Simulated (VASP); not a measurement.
# W (Fmmm) in VASP: a series of runs

The runs below take W through single point, with PBE.

Everything below comes from runs of VASP 6.6.1. Logs are shortened: lines on timing, memory, paths and dates and some standing lists are left out, and cuts for length are marked.

**1. The cell of the first run**

It takes space group Fmmm (No. 69, orthorhombic). Conventional cell: a = 3.195 Å, b = 4.348 Å, c = 4.687 Å, α = 90.00°, β = 90.00°, γ = 90.00°. Within 3.6 Å of W (site symmetry mmm) lie 14 W at 2.70 to 3.20 Å.

**2. Single point, PBE (strain +0.0750 x Voigt [0, 0, 0, 0, 1, 0])**

INCAR reads:

```
ALGO = Normal
EDIFF = 1E-6
ENCUT = 500
GGA = PE
GGA_COMPAT = F
ISIF = 2
ISMEAR = 0
LASPH = T
LCHARG = F
LREAL = F
LWAVE = F
NBANDS = 13
NELM = 120
PREC = Accurate
SIGMA = 0.15
```

KPOINTS reads:

```
k-points
0
Gamma
  20 20 20
```

POSCAR reads:

```
W
1.0
   -1.5374012500      1.5973000000      1.5374012500
    1.6571987500     -1.5973000000      1.6571987500
    1.5374012500      1.5973000000     -1.5374012500
W
1
Direct
    0.0000000000      0.0000000000      0.0000000000
```

Potentials or basis: VASP PAW PBE potentials, release 64 (W_sv).

Command:

```
$ cat potpaw_PBE.64/W_sv/POTCAR > POTCAR
$ mpirun -np 1 vasp_std > vasp.out
```

OUTCAR:

```text
EDIFF = 1E-6
   ENCUT = 500
   GGA = PE
   ISIF = 2
   ISMEAR = 0
   LASPH = T
   LREAL = F
   NELM = 120
   PREC = Accurate

 ion  position               nearest neighbor table
   1  0.000  0.000  0.000-

  LATTYP: Found a face centered orthorhombic cell.
 ALAT       =     3.1946000000
 B/A-ratio  =     1.3611805538
 C/A-ratio  =     1.4672465710

  Lattice vectors:

 A1 = (  -0.1197975000,   0.0000000000,  -3.1946000000)
 A2 = (  -1.6571987500,   1.5973000000,  -1.6571987500)
 A3 = (   1.5374012500,   1.5973000000,  -1.5374012500)

Analysis of symmetry for initial positions (statically):
=====================================================================
 Subroutine PRICEL returns:
 Original cell was already a primitive cell.

 Routine SETGRP: Setting up the symmetry group for a
 face centered orthorhombic supercell.

 Subroutine GETGRP returns: Found  8 space group operations
 (whereof  8 operations were pure point group operations)
 out of a pool of  8 trial point group operations.

The static configuration has the point symmetry D_2h.

Analysis of symmetry for dynamics (positions and initial velocities):
=====================================================================
 Subroutine PRICEL returns:
 Original cell was already a primitive cell.

 Routine SETGRP: Setting up the symmetry group for a
 face centered orthorhombic supercell.

 Subroutine GETGRP returns: Found  8 space group operations
 (whereof  8 operations were pure point group operations)
 out of a pool of  8 trial point group operations.

The dynamic configuration has the point symmetry D_2h.

 Subroutine INISYM returns: Found  8 space group operations
 (whereof  8 operations are pure point group operations),
 and found     1 'primitive' translations

----------------------------------------------------------------------------------------

                                     Primitive cell

  volume of cell :      16.2783

  direct lattice vectors                    reciprocal lattice vectors
    -1.537401250  1.597300000  1.537401250    -0.011755089  0.313028235  0.313469051
     1.657198750 -1.597300000  1.657198750     0.301713962  0.000000000  0.301713962
     1.537401250  1.597300000 -1.537401250     0.313469051  0.313028235 -0.011755089

  length of vectors
     2.697882966  2.836191581  2.697882966     0.443156523  0.426687976  0.443156523

  position of ions in fractional coordinates (direct lattice)
     0.000000000  0.000000000  0.000000000

  ion indices of the primitive-cell ions
   primitive index   ion index
                 1           1

----------------------------------------------------------------------------------------

 KPOINTS: k-points

Automatic generation of k-mesh.
 Grid dimensions read from file:
 generate k-points for:   20   20   20

 Generating k-lattice:

  Cartesian coordinates                     Fractional coordinates (reciprocal lattice)
    -0.000587754  0.015651412  0.015673453     0.050000000  0.000000000  0.000000000
     0.015085698  0.000000000  0.015085698     0.000000000  0.050000000  0.000000000
     0.015673453  0.015651412 -0.000587754    -0.000000000 -0.000000000  0.050000000

  Length of vectors
     0.022157826  0.021334399  0.022157826

  Shift w.r.t. Gamma in fractional coordinates (k-lattice)
     0.000000000  0.000000000  0.000000000

 Subroutine IBZKPT returns following result:
 ===========================================

 Found   1166 irreducible k-points:

 Following reciprocal coordinates:
            Coordinates               Weight
  0.000000  0.000000  0.000000      1.000000
  0.050000 -0.000000  0.000000      8.000000
  0.100000 -0.000000  0.000000      8.000000
  0.150000 -0.000000  0.000000      8.000000
  0.200000 -0.000000  0.000000      8.000000
  0.250000 -0.000000  0.000000      8.000000
[... 16 lines left out ...]
 -0.450000  0.050000 -0.000000      8.000000
 -0.400000  0.050000 -0.000000      8.000000
 [... further k-points ...]
   k-points           NKPTS =   1166   k-points in BZ     NKDIM =   1166   number of bands    NBANDS=     13
   number of dos      NEDOS =    301   number of ions     NIONS =      1
   total plane-waves  NPLWV =   9600
   dimension x,y,z NGX =    20 NGY =   24 NGZ =   20
   dimension x,y,z NGXF=    40 NGYF=   48 NGZF=   40
   ions per type =               1
   NGX,Y,Z   is equivalent  to a cutoff of  12.32, 14.07, 12.32 a.u.
   NGXF,Y,Z  is equivalent  to a cutoff of  24.65, 28.14, 24.65 a.u.
 SYSTEM =  unknown system
   PREC   = accura    normal or accurate (medium, high low for compatibility)
   ISTART =      0    job   : 0-new  1-cont  2-samecut
   ICHARG =      2    charge: 1-file 2-atom 10-const
   ISPIN  =      1    spin polarized calculation?
   LNONCOLLINEAR =      F non collinear calculations
   LSORBIT =      F    spin-orbit coupling
   LASPH  =      T    aspherical Exc in radial PAW
   ENCUT  =  500.0 eV  36.75 Ry    6.06 a.u.   4.92  5.17  4.92*2*pi/ulx,y,z
   NELM   =    120;   NELMIN=  2; NELMDL= -5     # of ELM steps
   EDIFF  = 0.1E-05   stopping-criterion for ELM
   LREAL  =      F    real-space projection
   EDIFFG = 0.1E-04   stopping-criterion for IOM
   NSW    =      0    number of steps for IOM
   IBRION =     -1    ionic relax: 0-MD 1-quasi-New 2-CG
   NFREE  =      0    steps in history (QN), initial steepest desc. (CG)
   ISIF   =      2    stress and relaxation
   ISYM   =      2    0-nonsym 1-usesym 2-fastsym
   POTIM  = 0.5000    time-step for ionic-motion
   TEBEG  =    0.0;   TEEND  =   0.0 temperature during run
   PSTRESS=    0.0 pullay stress
   NELECT =      14.0000    total number of electrons
   NUPDOWN=      -1.0000    fix difference up-down
   EMIN   =  10.00;   EMAX   =-10.00  energy-range for DOS
   EFERMI =   0.00;   METHOD = LEGACY
   ISMEAR =     0;   SIGMA  =   0.15  broadening in eV -4-tet -1-fermi 0-gaus
   EFERMI_NEDOS =   21; number of points for ismear=-14 and -15
   IALGO  =     38    algorithm
   IMIX   =      4    mixing-type and parameters
     AMIX     =   0.40;   BMIX     =  1.00
     AMIX_MAG =   1.60;   BMIX_MAG =  1.00
  volume/ion in A,a.u.               =      16.28       109.85
  Fermi-wavevector in a.u.,A,eV,Ry     =   1.556855  2.942029 32.977753  2.423796
  Thomas-Fermi vector in A             =   2.660590
   LORBIT       =      0    0 simple, 1 ext, 2 COOP (PROOUT), +10 PAW based schemes
   GGA     = PE    functional components
   LHFCALC =     F    Hartree Fock is set to
   AEXX    =    0.0000 exact exchange contribution
   IVDW    =     0    specifies the selected vdW correction
   LEPSILON=     F    determine dielectric tensor
   LRPA    =     F    only Hartree local field effects (RPA)
 non-spin polarized calculation
 Gauss-broadening in eV      SIGMA  =   0.15
  energy-cutoff  :      500.00
  volume of cell :       16.28
 maximum number of plane-waves:       426
   NGX =  9   NGY = 11   NGZ =  9

 number of electron      14.0000000 magnetization

 Free energy of the ion-electron system (eV)
  ---------------------------------------------------
  ext. energy  EPLUGINS =         0.00000000
  ---------------------------------------------------
  free energy    TOTEN  =       -12.91824296 eV

  energy without entropy =      -12.91398606  energy(sigma->0) =      -12.91611451

 E-fermi :  11.0988     XC(G=0): -13.4870

 val. band max:       11.0933658622   @ k =  -0.2500   0.1000   0.2500
 cond. band min:      11.1074035088   @ k =   0.2000  -0.1500   0.0500
 fundamental gap:      0.0140376466
 Fermi energy:        11.0987684298

 k-point     1 :       0.0000    0.0000    0.0000
  band No.  band energies     occupation
      1     -63.1575      2.00000
      2     -26.8681      2.00000
      3     -26.7393      2.00000
      4     -26.6402      2.00000
      5       1.5797      2.00000
      6       9.2318      2.00000
      7       9.7094      2.00000
      8      10.5185      2.00000
      9      13.2921      0.00000
     10      13.4779      0.00000
     11      24.8524      0.00000
     12      25.5548      0.00000
     13      26.2264      0.00000

 k-point     2 :       0.0500   -0.0000    0.0000
  band No.  band energies     occupation
      1     -63.1546      2.00000
      2     -26.8785      2.00000
      3     -26.7567      2.00000
      4     -26.6542      2.00000
      5       1.6978      2.00000
      6       9.2458      2.00000
      7       9.7356      2.00000
      8      10.5076      2.00000
      9      13.1947      0.00000
     10      13.4512      0.00000
     11      25.0462      0.00000
     12      25.7572      0.00000
     13      26.4217      0.00000

 k-point     3 :       0.1000   -0.0000    0.0000
  band No.  band energies     occupation
      1     -63.1459      2.00000
      2     -26.9189      2.00000
      3     -26.8123      2.00000
      4     -26.6783      2.00000
      5       2.0416      2.00000
      6       9.2193      2.00000
      7       9.7879      2.00000
      8      10.5591      2.00000
      9      12.9449      0.00000
     10      13.4213      0.00000
     11      25.4873      0.00000
     12      26.3636      0.00000
     13      26.9816      0.00000

 k-point     4 :       0.1500   -0.0000    0.0000
  band No.  band energies     occupation
      1     -63.1323      2.00000
      2     -27.0214      2.00000
      3     -26.8777      2.00000
      4     -26.6950      2.00000
      5       2.5786      2.00000
      6       9.0804      2.00000
      7       9.6939      2.00000
      8      10.9035      1.93443
      9      12.7144      0.00000
     10      13.4159      0.00000
     11      25.9177      0.00000
     12      27.2862      0.00000
     13      27.7260      0.00000

 k-point     5 :       0.2000   -0.0000    0.0000
  band No.  band energies     occupation
      1     -63.1152      2.00000
      2     -27.1840      2.00000
      3     -26.9329      2.00000
      4     -26.7056      2.00000
      5       3.2474      2.00000
      6       8.8445      2.00000
      7       9.4528      2.00000
      8      11.5660      0.00001
      9      12.6387      0.00000
     10      13.4524      0.00000
     11      26.0441      0.00000
     12      27.9100      0.00000
     13      28.5606      0.00000

 k-point     6 :       0.2500   -0.0000    0.0000
  band No.  band energies     occupation
      1     -63.0961      2.00000
      2     -27.3710      2.00000
      3     -26.9871      2.00000
      4     -26.7123      2.00000
      5       3.9452      2.00000
      6       8.5471      2.00000
      7       9.2686      2.00000
      8      12.4333      0.00000
      9      12.7303      0.00000
     10      13.5539      0.00000
     11      25.6208      0.00000
     12      27.2024      0.00000
     13      29.8808      0.00000

 k-point     7 :       0.3000   -0.0000    0.0000
  band No.  band energies     occupation
      1     -63.0770      2.00000
      2     -27.5568      2.00000
      3     -27.0400      2.00000
      4     -26.7166      2.00000
      5       4.5238      2.00000
      6       8.2354      2.00000
      7       9.3462      2.00000
      8      12.9190      0.00000
      9      13.3212      0.00000
     10      13.8383      0.00000
     11      24.7997      0.00000
     12      25.8258      0.00000
     13      31.3838      0.00000
[... 193 lines left out ...]
 k-point    20 :       0.4000    0.0500   -0.0000
  band No.  band energies     occupation
      1     -63.0417      2.00000
      2     -27.8760      2.00000
      3     -27.1537      2.00000
      4     -26.7281      2.00000
      5       5.0551      2.00000
      6       7.6883      2.00000
      7      10.8163      1.99226
      8      13.2441      0.00000
      9      14.0753      0.00000
     10      16.2457      0.00000
     11      22.2018      0.00000
     12      23.0935      0.00000
     13      28.5822      0.00000

 k-point    21 :       0.4500    0.0500    0.0000
  band No.  band energies     occupation
      1     -63.0350      2.00000
      2     -27.9397      2.00000
      3     -27.1673      2.00000
      4     -26.7280      2.00000
      5       5.0502      2.00000
      6       7.6046      2.00000
      7      11.3765      0.00884
      8      13.1921      0.00000
      9      14.1889      0.00000
     10      16.8564      0.00000
     11      21.7039      0.00000
     12      22.6397      0.00000
     13      27.7615      0.00000

 k-point    22 :       0.5000    0.0500    0.0000
  band No.  band energies     occupation
      1     -63.0342      2.00000
      2     -27.9502      2.00000
      3     -27.1636      2.00000
      4     -26.7272      2.00000
      5       5.0542      2.00000
      6       7.6032      2.00000
      7      11.3351      0.02585
      8      13.1966      0.00000
      9      14.1815      0.00000
     10      16.9191      0.00000
     11      21.8168      0.00000
     12      22.6002      0.00000
     13      27.7020      0.00000

 k-point    23 :      -0.4500    0.0500   -0.0000
  band No.  band energies     occupation
      1     -63.0393      2.00000
      2     -27.9060      2.00000
      3     -27.1434      2.00000
      4     -26.7257      2.00000
      5       5.0684      2.00000
      6       7.6856      2.00000
      7      10.7218      1.99962
      8      13.2563      0.00000
      9      14.0461      0.00000
     10      16.4000      0.00000
     11      22.4648      0.00000
     12      22.9889      0.00000
     13      28.5070      0.00000

 k-point    24 :      -0.4000    0.0500   -0.0000
  band No.  band energies     occupation
      1     -63.0499      2.00000
      2     -27.8102      2.00000
      3     -27.1091      2.00000
      4     -26.7235      2.00000
      5       5.0311      2.00000
      6       7.8508      2.00000
      7       9.9541      2.00000
      8      13.1894      0.00000
      9      13.8533      0.00000
     10      15.4645      0.00000
     11      23.3894      0.00000
     12      23.8622      0.00000
     13      29.9621      0.00000

 [... further k-points ...]
[... 5 lines left out ...]
  --------------------------------------------------------------------------------------
  -------------------------------------------------------------------------------------
  Total       -0.1472763     -0.0818444     -0.1472763     -0.0000000      0.0000000     -1.1016919
  in kB      -14.4955622     -8.0554761    -14.4955622     -0.0000000      0.0000000   -108.4332429
  external PRESSURE =     -12.3488669 kB  Pullay stress =       0.0000000 kB

 VOLUME and BASIS-vectors are now :
 -----------------------------------------------------------------------------
  energy-cutoff  :      500.00
  volume of cell :       16.28
      direct lattice vectors                 reciprocal lattice vectors
    -1.537401250  1.597300000  1.537401250    -0.011755089  0.313028235  0.313469051
     1.657198750 -1.597300000  1.657198750     0.301713962  0.000000000  0.301713962
     1.537401250  1.597300000 -1.537401250     0.313469051  0.313028235 -0.011755089

 POSITION                                       TOTAL-FORCE (eV/Angst)
 -----------------------------------------------------------------------------------
      0.00000      0.00000      0.00000        -0.000000      0.000000      0.000000
 -----------------------------------------------------------------------------------
    total drift:                                0.000000      0.000000      0.000000

  FREE ENERGIE OF THE ION-ELECTRON SYSTEM (eV)
  ---------------------------------------------------
  free  energy   TOTEN  =       -12.9182429564 eV

  energy  without entropy=      -12.9139860623  energy(sigma->0) =      -12.91611451
```

Wall time 4.6 min (1 thread of Intel Xeon 8259CL, shared host); peak memory 0.32 GiB.

Results:

```
Free energy            : -12.9182 eV
Pressure               : -1.2 GPa
Band gap on the k mesh : zero (bands 7 and 8 overlap by 5.12 eV)
```

Stress tensor (GPa, compression positive):
```
 -1.45   0.00 -10.84
  0.00  -0.81   0.00
-10.84   0.00  -1.45
```

Caveat: the cell differs from its parent crystal (strain +0.0750 x Voigt [0, 0, 0, 0, 1, 0]); spin-orbit coupling is left out, which moves the levels of the heavy elements.

(Part 1 of 2 ends here.)
